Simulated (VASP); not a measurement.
The system is BeS.

```
S Be
1.0
     0.00000    2.42500    2.42500
     2.42500    0.00000    2.42500
     2.42500    2.42500    0.00000
S Be
1 1
Direct
  0.75000 0.75000 0.75000
  0.00000 0.00000 0.00000
```

- Program: VASP 6.6.1
- Task: relaxation of cell and atoms
- Functional: BLYP
- Potentials or basis: VASP PAW PBE potentials, release 64 (S, Be)
- Cutoff: 600 eV
- k mesh: 9 × 9 × 9
- Occupations: fermi-dirac, width 0.05 eV
- Spin: no spin polarisation

At the start: pressure 4.4 GPa; volume 14.26 Å³/atom.

Task: How do energy, volume and symmetry change on relaxing?

Result: Over 3 steps the energy falls by 8.9 meV/atom and the volume is 14.93 Å³/atom (+4.7 %); space group F-43m (No. 216, to 0.05 Å).

The path:
| step | energy change (eV) | largest force (eV/Å) | pressure (GPa) | volume (Å³) |
| --- | --- | --- | --- | --- |
| 1 | 0.0000 | 0.0000 | 4.40 | 28.52 |
| 2 | -0.0170 | 0.0000 | -0.87 | 30.17 |
| 3 | -0.0178 | 0.0000 | 0.02 | 29.86 |

Final structure:
```xyz
2
Lattice="0.0000 2.4624 2.4624 2.4624 0.0000 2.4624 2.4624 2.4624 0.0000" Properties=species:S:1:pos:R:3 pbc="T T T"
S     3.6937    3.6937    3.6937
Be    0.0000    0.0000    0.0000
```

Caveat: the PAW data sets were made with another functional, which shifts forces and pressure a little.
